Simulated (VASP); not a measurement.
**MgO: single point with PBE**

Crystal: MgO.

```
Mg O
1.0
     3.52058    0.00000    0.00000
    -1.76029    3.04891    0.00000
     0.00000    0.00000    4.37678
Mg O
2 2
Cartesian
  1.7603 1.0163 3.2826
  0.0000 2.0326 1.0942
  1.7603 1.0163 1.0942
  0.0000 2.0326 3.2826
```

```
Program             : VASP 6.6.1
Task                : single point
Functional          : PBE
Potentials or basis : VASP PAW PBE potentials, release 64 (Mg, O)
Cutoff              : 520 eV
k mesh              : 9 × 9 × 6
Occupations         : gaussian, width 0.05 eV
Spin                : no spin polarisation
```

```json
{
  "Pressure": "-4.1 GPa",
  "Band gap on the k mesh": "3.05 eV"
}
```

Stress tensor (GPa, compression positive):
```
-2.74  0.00  0.00
 0.00 -2.74  0.00
 0.00  0.00 -6.86
```

Levels at points of the mesh, in eV from the valence-band top:
```
           k point  band 5  band 6  band 7  band 8  band 9  band 10  band 11  band 12
(0.00, 0.00, 0.00)   -1.61   -0.82   -0.82    0.00    3.05     8.79    11.36    12.29
(0.00, 0.00, 0.50)   -1.23   -1.23   -1.23   -1.23    6.02     6.02    12.65    12.65
```

Wall time 33 s on 1 thread of Intel Xeon 8259CL (shared host), peak memory 0.19 GiB.

Caveat: the cell stands under tension.
